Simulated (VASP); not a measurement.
## TiB2: relaxation of shape and atoms at fixed volume with PBEsol

The system is TiB2.

```xyz
3
Lattice="2.9867 0.0000 0.0000 -1.4934 2.5866 0.0000 0.0000 0.0000 3.1536" Properties=species:S:1:pos:R:3 pbc="T T T"
Ti    0.0000    0.0000    0.0000
B     0.0000    1.7244    1.5768
B     1.4934    0.8622    1.5768
```

This cell differs from its parent crystal: volume scaled by 0.97.

```yaml
Program: VASP 6.6.1
Task: relaxation of shape and atoms at fixed volume
Functional: PBEsol
Potentials_or_basis: VASP PAW PBE potentials, release 64 (Ti_sv, B)
Cutoff: 600 eV
k_mesh: 18 × 18 × 14
Occupations: gaussian, width 0.1 eV
Spin: no spin polarisation
Dipole_correction: no
Further_INCAR_settings: ALGO = Normal; EDIFF = 1e-06; IBRION = 2; EDIFFG = -0.01; NSW = 50; ISIF = 4
```

The energy gained by relaxing is 0.1 meV/atom. The ionic steps are 2, the pressure after relaxing is 8.8 GPa and the band gap on the k mesh is zero (band 9 reaches 10.85 eV, above the bottom of band 10 at 10.19 eV).

Stress tensor (GPa, compression positive):
```
8.75 0.00 0.00
0.00 8.75 0.00
0.00 0.00 8.90
```

The path:
| step | energy change (eV) | largest force (eV/Å) | pressure (GPa) | volume (Å³) |
| --- | --- | --- | --- | --- |
| 1 | 0.0000 | 0.0000 | 8.97 | 24.36 |
| 2 | -0.0004 | 0.0000 | 8.80 | 24.36 |

Final structure:
```
Ti B
1.0
     2.99127    0.00000    0.00000
    -1.49563    2.59051    0.00000
     0.00000    0.00000    3.14405
Ti B
1 2
Direct
  0.00000 0.00000 0.00000
  0.33333 0.66667 0.50000
  0.66667 0.33333 0.50000
```

Levels at points of the mesh, in eV from the Fermi level:
| k point | band 5 | band 6 | band 7 | band 8 | band 9 | band 10 | band 11 | band 12 | band 13 |
| --- | --- | --- | --- | --- | --- | --- | --- | --- | --- |
| (0.00, 0.00, 0.00) | -13.76 | -2.83 | -2.83 | -2.27 | -2.19 | 2.03 | 2.03 | 3.99 | 3.99 |
| (0.50, 0.00, 0.00) | -9.65 | -9.32 | -3.39 | -3.31 | -2.47 | 1.43 | 2.89 | 3.43 | 3.58 |
| (0.00, 0.00, 0.50) | -11.60 | -7.85 | -0.61 | -0.61 | -0.32 | -0.32 | 0.43 | 0.43 | 1.91 |
| (0.50, 0.00, 0.50) | -9.97 | -7.61 | -4.91 | -4.06 | -3.19 | 2.75 | 3.11 | 4.95 | 4.97 |

Wall time 75 s on 1 thread of Intel(R) Xeon(R) Platinum 8488C (Sapphire Rapids) (shared host), peak memory 0.25 GiB.

Caveat: the cell differs from its parent crystal (volume scaled by 0.97); the PAW data sets were made with another functional, which shifts forces and pressure a little.
